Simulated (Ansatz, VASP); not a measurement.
**One calculation of Cd, two programs**

INCAR

```
ALGO     = Normal         # electronic algorithm
EDIFF    = 1E-7           # SCF threshold, eV
ENCUT    = 520            # plane-wave cutoff, eV
GGA      = PE             # functional
ISIF     = 2              # what is computed and relaxed
ISMEAR   = -1             # smearing method
LASPH    = True           # aspherical terms in the spheres
LCHARG   = False          # write CHGCAR
LREAL    = False          # projectors in reciprocal space
LWAVE    = False          # write WAVECAR
NBANDS   = 19             # bands
NELM     = 80             # most SCF steps
PREC     = Accurate       # precision mode
SIGMA    = 0.1            # smearing width, eV
```

Contents of KPOINTS:

```
k-points
0
Gamma
  13 13 13
```

POSCAR

```
Cd
1.0
    0.0000000000      3.3841729111      3.3841729111
    3.3841729111      0.0000000000      3.3841729111
    3.3841729111      3.3841729111      0.0000000000
Cd
2
Direct
    0.1250000000      0.1250000000      0.1250000000
    0.8750000000      0.8750000000      0.8750000000
```

Input for Ansatz:

```yaml
crystal:
  lattice:
    - [0.0, 3.3841729111, 3.3841729111]
    - [3.3841729111, 0.0, 3.3841729111]
    - [3.3841729111, 3.3841729111, 0.0]
  atoms:
    - { symbol: Cd, position: [0.125, 0.125, 0.125] }
    - { symbol: Cd, position: [0.875, 0.875, 0.875] }
hamiltonian:
  xc: pbe
  pseudopotentials:
    kind: paw
    azcp:
      Cd: "pseudopotentials/Cd.paw.azcp"
basis:
  ecutwfc: 420
  fft_grid_basis: typed
kpoints:
  mp_grid: { grid: [13, 13, 13], shift: [0, 0, 0] }
magnetization:
  spin_polarized: false
scf:
  occupations: { method: fermi_dirac, width: 0.1 }
output:
  stress: true
```

Alike in both runs: task single point; functional PBE; k mesh 13 × 13 × 13; occupations fermi-dirac, width 0.1 eV; no spin polarisation.

|  | VASP | Ansatz |
| --- | --- | --- |
| version | VASP 6.6.1 | Ansatz 0.2.0 |
| potentials or method | VASP PAW PBE potentials, release 64 (Cd), cutoff 520 eV | plane waves (420 eV) with PAW, scalar-relativistic |
| valence electrons in the cell | 24 | 40 |

Ansatz gave:

```
pressure (GPa) : -0.4
```

**Question.** Which values does VASP return?

**Answer.** Pressure (GPa): -0.3.

VASP's potentials hold 24 valence electrons a cell and Ansatz's 40, so a difference there can come from the potentials and not from the codes.
